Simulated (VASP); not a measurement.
# FeO (P1) in VASP: single point with PBE+U

Aim: the single point of FeO with PBE+U.

Everything below comes from runs of VASP 6.6.1. Logs are shortened: lines on timing, memory, paths and dates and some standing lists are left out, and cuts for length are marked.

**1. The cell of the first run**

The typed cell holds 4 atoms: a = 5.303 Å, b = 5.303 Å, c = 5.303 Å, α = 33.56°, β = 33.56°, γ = 33.56°.

**2. Single point, PBE+U, collinear spin, antiferromagnetic start**

Input file INCAR:

```
SYSTEM = FeO
  ALGO = Normal
  EDIFF = 1E-6
  ENCUT = 520
  GGA = PE
  ISIF = 2
  ISMEAR = -1
  ISPIN = 2
  LASPH = .TRUE.
  LCHARG = .FALSE.
  LDAU = .TRUE.
  LDAUJ = 0 0
  LDAUL = 2 -1
  LDAUPRINT = 1
  LDAUTYPE = 2
  LDAUU = 4.6 0
  LMAXMIX = 4
  LORBIT = 11
  LREAL = .FALSE.
  LWAVE = .FALSE.
  MAGMOM = 3.7 -3.7 0 0
  NBANDS = 26
  NELM = 150
  PREC = Accurate
  SIGMA = 0.1
```

Input file KPOINTS:

```
k-points
0
G
  1 1 1
  0 0 0
```

Input file POSCAR:

```
FeO
1.0
    4.3300000000      2.1650000000      2.1650000000
    2.1650000000      4.3300000000      2.1650000000
    2.1650000000      2.1650000000      4.3300000000
Fe O
2 2
Direct
    0.0000000000      0.0000000000      0.0000000000
    0.5000000000      0.5000000000      0.5000000000
    0.2575000000      0.2470000000      0.2540000000
    0.7500000000      0.7500000000      0.7500000000
```

Potentials or basis: VASP PAW PBE potentials, release 64 (Fe, O).

Command:

```console
cat potpaw_PBE.64/Fe/POTCAR potpaw_PBE.64/O/POTCAR > POTCAR
mpirun -np 1 vasp_gam > vasp.out
```

OUTCAR:

```text
SYSTEM = FeO
   EDIFF = 1E-6
   ENCUT = 520
   GGA = PE
   ISIF = 2
   ISMEAR = -1
   ISPIN = 2
   LASPH = .TRUE.
   LORBIT = 11
   LREAL = .FALSE.
   NELM = 150
   PREC = Accurate

 ion  position               nearest neighbor table
   1  0.000  0.000  0.000-   3 2.13   3 2.14   3 2.15   4 2.17   4 2.17   4 2.17   2 3.06   2 3.06
                             2 3.06   2 3.06   2 3.06   2 3.06
   2  0.500  0.500  0.500-   4 2.17   4 2.17   4 2.17   3 2.18   3 2.19   3 2.20   1 3.06   1 3.06
                             1 3.06   1 3.06   1 3.06   1 3.06
   3  0.258  0.247  0.254-   1 2.13   1 2.14   1 2.15   2 2.18   2 2.19   2 2.20
   4  0.750  0.750  0.750-   2 2.17   2 2.17   2 2.17   1 2.17   1 2.17   1 2.17

  LATTYP: Found a trigonal (rhomboedric) cell.
 ALAT       =     5.3031452931
 COS(alpha) =     0.8333333333

  Lattice vectors:

 A1 = (   4.3300000000,   2.1650000000,   2.1650000000)
 A2 = (   2.1650000000,   4.3300000000,   2.1650000000)
 A3 = (   2.1650000000,   2.1650000000,   4.3300000000)

Analysis of symmetry for initial positions (statically):
=====================================================================
 Subroutine PRICEL returns:
 Original cell was already a primitive cell.

 Routine SETGRP: Setting up the symmetry group for a
 trigonal (rhombohedral) supercell.

 Subroutine GETGRP returns: Found  1 space group operations
 (whereof  1 operations were pure point group operations)
 out of a pool of 12 trial point group operations.

The static configuration has the point symmetry C_1 .

Analysis of symmetry for dynamics (positions and initial velocities):
=====================================================================
 Subroutine PRICEL returns:
 Original cell was already a primitive cell.

 Routine SETGRP: Setting up the symmetry group for a
 trigonal (rhombohedral) supercell.

 Subroutine GETGRP returns: Found  1 space group operations
 (whereof  1 operations were pure point group operations)
 out of a pool of 12 trial point group operations.

The dynamic configuration has the point symmetry C_1 .

Analysis of structural, dynamic, and magnetic symmetry:
=====================================================================
 Subroutine PRICEL returns:
 Original cell was already a primitive cell.

 Routine SETGRP: Setting up the symmetry group for a
 trigonal (rhombohedral) supercell.

 Subroutine GETGRP returns: Found  1 space group operations
 (whereof  1 operations were pure point group operations)
 out of a pool of 12 trial point group operations.

The overall configuration has the point symmetry C_1 .

 Subroutine INISYM returns: Found  1 space group operations
 (whereof  1 operations are pure point group operations),
 and found     1 'primitive' translations

----------------------------------------------------------------------------------------

                                     Primitive cell

  volume of cell :      40.5914

  direct lattice vectors                    reciprocal lattice vectors
     4.330000000  2.165000000  2.165000000     0.346420323 -0.115473441 -0.115473441
     2.165000000  4.330000000  2.165000000    -0.115473441  0.346420323 -0.115473441
     2.165000000  2.165000000  4.330000000    -0.115473441 -0.115473441  0.346420323

  length of vectors
     5.303145293  5.303145293  5.303145293     0.382982077  0.382982077  0.382982077

  position of ions in fractional coordinates (direct lattice)
     0.000000000  0.000000000  0.000000000
     0.500000000  0.500000000  0.500000000
     0.257500000  0.247000000  0.254000000
     0.750000000  0.750000000  0.750000000

  ion indices of the primitive-cell ions
   primitive index   ion index
                 1           1
                 2           2
                 3           3
                 4           4

----------------------------------------------------------------------------------------

 KPOINTS: k-points

Automatic generation of k-mesh.
 Grid dimensions read from file:
 generate k-points for:    1    1    1

 Generating k-lattice:

  Cartesian coordinates                     Fractional coordinates (reciprocal lattice)
     0.346420323 -0.115473441 -0.115473441     1.000000000 -0.000000000 -0.000000000
    -0.115473441  0.346420323 -0.115473441    -0.000000000  1.000000000 -0.000000000
    -0.115473441 -0.115473441  0.346420323     0.000000000  0.000000000  1.000000000

[... 70 lines left out ...]
 maximum number of plane-waves:       553
 NGX is ok and might be reduce to    40
   NGX = 19   NGY = 19   NGZ = 19

 number of electron      28.0000008 magnetization       0.0001360

atom =   1  type =  1  l = 2

 onsite density matrix

spin component  1

  0.9634  0.0074 -0.0031  0.0052 -0.0003
  0.0074  0.9618  0.0015  0.0048 -0.0029
 -0.0031  0.0015  0.9765  0.0027 -0.0038
  0.0052  0.0048  0.0027  0.9624  0.0043
 -0.0003 -0.0029 -0.0038  0.0043  0.9732

spin component  2

  0.4464 -0.4405 -0.0562  0.0002  0.0780
 -0.4405  0.5385  0.1084  0.0178 -0.0193
 -0.0562  0.1084  0.2673 -0.0176 -0.0461
  0.0002  0.0178 -0.0176  0.0273 -0.0347
  0.0780 -0.0193 -0.0461 -0.0347  0.2246

 occupancies and eigenvectors

  o =  0.0025  v =  0.0000  0.0000  0.0000  0.0000  0.0000  0.4072  0.3846 -0.1682 -0.7669 -0.2644      0.0000  0.0000  0.0000  0.0000  0.0000  0.0000  0.0000  0.0000  0.0000  0.0000
  o =  0.0502  v =  0.0000  0.0000  0.0000  0.0000  0.0000 -0.5805 -0.5145  0.0780 -0.6181  0.1008      0.0000  0.0000  0.0000  0.0000  0.0000  0.0000  0.0000  0.0000  0.0000  0.0000
  o =  0.2190  v =  0.0000  0.0000  0.0000  0.0000  0.0000 -0.2235 -0.1870 -0.5239  0.1720 -0.7817      0.0000  0.0000  0.0000  0.0000  0.0000  0.0000  0.0000  0.0000  0.0000  0.0000
  o =  0.2693  v =  0.0000  0.0000  0.0000  0.0000  0.0000  0.1351 -0.1463  0.8132  0.0084 -0.5467      0.0000  0.0000  0.0000  0.0000  0.0000  0.0000  0.0000  0.0000  0.0000  0.0000
  o =  0.9545  v =  0.6437 -0.7491  0.1228  0.0412 -0.0882  0.0000  0.0000  0.0000  0.0000  0.0000      0.0000  0.0000  0.0000  0.0000  0.0000  0.0000  0.0000  0.0000  0.0000  0.0000
  o =  0.9560  v = -0.3808 -0.2800 -0.1972  0.8048 -0.3000  0.0000  0.0000  0.0000  0.0000  0.0000      0.0000  0.0000  0.0000  0.0000  0.0000  0.0000  0.0000  0.0000  0.0000  0.0000
  o =  0.9631  v =  0.0000  0.0000  0.0000  0.0000  0.0000 -0.6550  0.7287  0.1727  0.0141 -0.0997      0.0000  0.0000  0.0000  0.0000  0.0000  0.0000  0.0000  0.0000  0.0000  0.0000
  o =  0.9728  v = -0.3087 -0.2636  0.4948  0.1633  0.7509  0.0000  0.0000  0.0000  0.0000  0.0000      0.0000  0.0000  0.0000  0.0000  0.0000  0.0000  0.0000  0.0000  0.0000  0.0000
  o =  0.9745  v =  0.5798  0.5267  0.1344  0.5691  0.2109  0.0000  0.0000  0.0000  0.0000  0.0000      0.0000  0.0000  0.0000  0.0000  0.0000  0.0000  0.0000  0.0000  0.0000  0.0000
  o =  0.9795  v = -0.0959  0.1166  0.8266 -0.0044 -0.5422  0.0000  0.0000  0.0000  0.0000  0.0000      0.0000  0.0000  0.0000  0.0000  0.0000  0.0000  0.0000  0.0000  0.0000  0.0000

atom =   2  type =  1  l = 2

 onsite density matrix

spin component  1

  0.3361  0.2830  0.0876  0.3152  0.0127
  0.2830  0.3280 -0.0337  0.3099  0.0827
  0.0876 -0.0337  0.2280 -0.0367  0.0105
  0.3152  0.3099 -0.0367  0.3923 -0.0629
  0.0127  0.0827  0.0105 -0.0629  0.2365

spin component  2

  0.9621 -0.0034 -0.0016 -0.0007 -0.0004
 -0.0034  0.9631  0.0003 -0.0005 -0.0016
 -0.0016  0.0003  0.9771 -0.0017  0.0046
 -0.0007 -0.0005 -0.0017  0.9597 -0.0026
 -0.0004 -0.0016  0.0046 -0.0026  0.9805

 occupancies and eigenvectors

  o =  0.0020  v = -0.4134 -0.3909  0.2029  0.7189  0.3440  0.0000  0.0000  0.0000  0.0000  0.0000      0.0000  0.0000  0.0000  0.0000  0.0000  0.0000  0.0000  0.0000  0.0000  0.0000
  o =  0.0038  v = -0.6341  0.6523  0.3549 -0.0071 -0.2153  0.0000  0.0000  0.0000  0.0000  0.0000      0.0000  0.0000  0.0000  0.0000  0.0000  0.0000  0.0000  0.0000  0.0000  0.0000
  o =  0.2662  v =  0.2827 -0.3036  0.7652  0.0170 -0.4920  0.0000  0.0000  0.0000  0.0000  0.0000      0.0000  0.0000  0.0000  0.0000  0.0000  0.0000  0.0000  0.0000  0.0000  0.0000
  o =  0.2889  v = -0.1733 -0.1485 -0.4972  0.3284 -0.7700  0.0000  0.0000  0.0000  0.0000  0.0000      0.0000  0.0000  0.0000  0.0000  0.0000  0.0000  0.0000  0.0000  0.0000  0.0000
  o =  0.9581  v =  0.0000  0.0000  0.0000  0.0000  0.0000  0.5639  0.4773  0.0721  0.6613  0.1080      0.0000  0.0000  0.0000  0.0000  0.0000  0.0000  0.0000  0.0000  0.0000  0.0000
  o =  0.9599  v = -0.5630 -0.5545 -0.0114 -0.6124 -0.0202  0.0000  0.0000  0.0000  0.0000  0.0000      0.0000  0.0000  0.0000  0.0000  0.0000  0.0000  0.0000  0.0000  0.0000  0.0000
  o =  0.9603  v =  0.0000  0.0000  0.0000  0.0000  0.0000 -0.5024 -0.4448  0.0206  0.7398  0.0443      0.0000  0.0000  0.0000  0.0000  0.0000  0.0000  0.0000  0.0000  0.0000  0.0000
  o =  0.9657  v =  0.0000  0.0000  0.0000  0.0000  0.0000 -0.6409  0.7429 -0.1574  0.0092  0.1118      0.0000  0.0000  0.0000  0.0000  0.0000  0.0000  0.0000  0.0000  0.0000  0.0000
  o =  0.9742  v =  0.0000  0.0000  0.0000  0.0000  0.0000  0.1293 -0.1432 -0.8099 -0.0089  0.5538      0.0000  0.0000  0.0000  0.0000  0.0000  0.0000  0.0000  0.0000  0.0000  0.0000
  o =  0.9842  v =  0.0000  0.0000  0.0000  0.0000  0.0000 -0.0472 -0.0435  0.5600 -0.1228  0.8168      0.0000  0.0000  0.0000  0.0000  0.0000  0.0000  0.0000  0.0000  0.0000  0.0000

 number of electron      28.0000008 magnetization      -0.0002085

 Free energy of the ion-electron system (eV)
  ---------------------------------------------------
  ext. energy  EPLUGINS =         0.00000000
  ---------------------------------------------------
  free energy    TOTEN  =       -20.97715030 eV

  energy without entropy =      -20.97714780  energy(sigma->0) =      -20.97714905

 E-fermi :   5.6298     XC(G=0): -11.6835

 val. band max:        4.2102897923   @ k =   0.0000   0.0000   0.0000
 cond. band min:       7.0884257433   @ k =   0.0000   0.0000   0.0000
 fundamental gap:      2.8781359510
 Fermi energy:         5.6297837276

 spin component 1

 k-point     1 :       0.0000    0.0000    0.0000
  band No.  band energies     occupation
      1     -13.4213      1.00000
      2     -12.1765      1.00000
      3      -2.2061      1.00000
      4      -0.6241      1.00000
      5      -0.3033      1.00000
      6       0.1793      1.00000
[... 18 lines left out ...]
     25      22.1477      0.00000
     26      23.1503      0.00000
 Fermi energy:         5.6297837276

 spin component 2

 k-point     1 :       0.0000    0.0000    0.0000
  band No.  band energies     occupation
      1     -13.4243      1.00000
      2     -12.1819      1.00000
      3      -1.7422      1.00000
      4      -0.5349      1.00000
      5      -0.5236      1.00000
      6       0.6495      1.00000
[... 18 lines left out ...]
     25      22.1606      0.00000
     26      22.9902      0.00000

------------------------ aborting loop because EDIFF is reached ----------------------------------------

  FORCE on cell =-STRESS in cart. coord.  units (eV):
  Direction    XX          YY          ZZ          XY          YZ          ZX
  --------------------------------------------------------------------------------------
  -------------------------------------------------------------------------------------
  Total       -0.5141398     -0.1471068     -0.5026225      0.8576641      1.0720972     -0.5478765
  in kB      -20.2935552     -5.8064340    -19.8389568     33.8527641     42.3166296    -21.6251713
  external PRESSURE =     -15.3129820 kB  Pullay stress =       0.0000000 kB

 VOLUME and BASIS-vectors are now :
 -----------------------------------------------------------------------------
  energy-cutoff  :      520.00
  volume of cell :       40.59
      direct lattice vectors                 reciprocal lattice vectors
     4.330000000  2.165000000  2.165000000     0.346420323 -0.115473441 -0.115473441
     2.165000000  4.330000000  2.165000000    -0.115473441  0.346420323 -0.115473441
     2.165000000  2.165000000  4.330000000    -0.115473441 -0.115473441  0.346420323

 POSITION                                       TOTAL-FORCE (eV/Angst)
 -----------------------------------------------------------------------------------
      0.00000      0.00000      0.00000        -0.013395     -0.061163     -0.041642
      4.33000      4.33000      4.33000         0.084839      0.011386      0.060622
      2.19964      2.17691      2.19206         0.450894      0.137297      0.433033
      6.49500      6.49500      6.49500        -0.522337     -0.087520     -0.452013
 -----------------------------------------------------------------------------------
    total drift:                                0.000003      0.000119     -0.000122

  FREE ENERGIE OF THE ION-ELECTRON SYSTEM (eV)
  ---------------------------------------------------
  free  energy   TOTEN  =       -20.9771502971 eV

  energy  without entropy=      -20.9771477959  energy(sigma->0) =      -20.97714905

 total charge

# of ion       s       p       d       tot
------------------------------------------
    1        0.313   0.157   6.316   6.786
    2        0.314   0.150   6.338   6.802
    3        1.422   3.682   0.000   5.104
    4        1.422   3.683   0.000   5.105
--------------------------------------------------
tot          3.471   7.672  12.654  23.797

 magnetization (x)

# of ion       s       p       d       tot
------------------------------------------
    1        0.033   0.009   3.329   3.372
    2       -0.026  -0.009  -3.317  -3.352
    3        0.000   0.022   0.000   0.022
    4       -0.001  -0.033   0.000  -0.034
--------------------------------------------------
tot          0.006  -0.010   0.012   0.008
```

Run time: 37 s. Hardware: 1 thread of Intel Xeon 6975P-C (Granite Rapids), shared host; peak memory 0.28 GiB.

What came out:

| Quantity | Value |
| --- | --- |
| Free energy | -20.9772 eV |
| Pressure | -1.5 GPa |
| Largest force | 0.696 eV/Å |
| Band gap on the k mesh | 2.88 eV |
| Net moment | 0.00 μB per cell |
| Site moments | Fe +3.37, -3.35; O +0.02, -0.03 μB |
| Valence electrons inside the program's atomic spheres | Fe 6.79, 6.80; O 5.10, 5.11 |

Forces on the atoms (eV/Å):
```
Fe  -0.013 -0.061 -0.042
Fe   0.085  0.011  0.061
O    0.451  0.137  0.433
O   -0.522 -0.088 -0.452
```

Levels at points of the mesh, in eV from the valence-band top:
Spin up:
| k point | band 12 | band 13 | band 14 | band 15 | band 16 | band 17 |
| --- | --- | --- | --- | --- | --- | --- |
| (0.00, 0.00, 0.00) | -0.46 | -0.34 | 0.00 | 2.91 | 3.84 | 3.87 |
Spin down:
| k point | band 10 | band 11 | band 12 | band 13 | band 14 | band 15 | band 16 | band 17 | band 18 | band 19 |
| --- | --- | --- | --- | --- | --- | --- | --- | --- | --- | --- |
| (0.00, 0.00, 0.00) | -0.69 | -0.66 | -0.60 | -0.44 | -0.23 | 2.88 | 4.00 | 4.08 | 4.54 | 5.43 |

Eigenvalues of the final occupation matrices:
```csv
site,spin,trace,eigenvalues
site 1 d,1,4.84,0.95 0.96 0.97 0.97 0.98
site 1 d,2,1.50,0.00 0.05 0.22 0.27 0.96
site 2 d,1,1.52,0.00 0.00 0.27 0.29 0.96
site 2 d,2,4.84,0.96 0.96 0.97 0.97 0.98
```

Caveat: the k points lie up to 2.41 Å⁻¹ apart. A k mesh can miss the band edges.
